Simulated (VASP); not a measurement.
GaF:

```xyz
2
Lattice="3.1013 0.0000 0.0000 0.0000 3.1013 0.0000 0.0000 0.0000 3.1013" Properties=species:S:1:pos:R:3 pbc="T T T"
Ga    0.0000    0.0000    0.0000
F     1.5506    1.5506    1.5506
```

Base run:

| Item | Value |
| --- | --- |
| Program | VASP 6.6.1 |
| Functional | PBE |
| Potentials or basis | VASP PAW PBE potentials, release 64 (Ga_d, F) |
| Cutoff | 520 eV |
| k mesh | 8 × 8 × 8 |
| Occupations | fermi-dirac, width 0.05 eV |
| Spin | no spin polarisation |

Its results: band gap on the k mesh zero (band 10 reaches 3.52 eV, above the bottom of band 11 at 3.40 eV); pressure 3.0 GPa.

Question: The run is repeated on the same cell with these changes: functional from PBE to r2SCANh; k mesh from 8 × 8 × 8 to 4 × 4 × 4. What comes out?

Answer: Band gap on the k mesh 0.50 eV, indirect (least direct gap 1.92 eV); pressure 1.9 GPa.

Several settings changed at once, so the effect can't be laid on one alone.

Caveats: some runs use coarse meshes; the PAW data sets were made with another functional, which shifts forces and pressure a little (some runs).

A k mesh can miss the band edges.
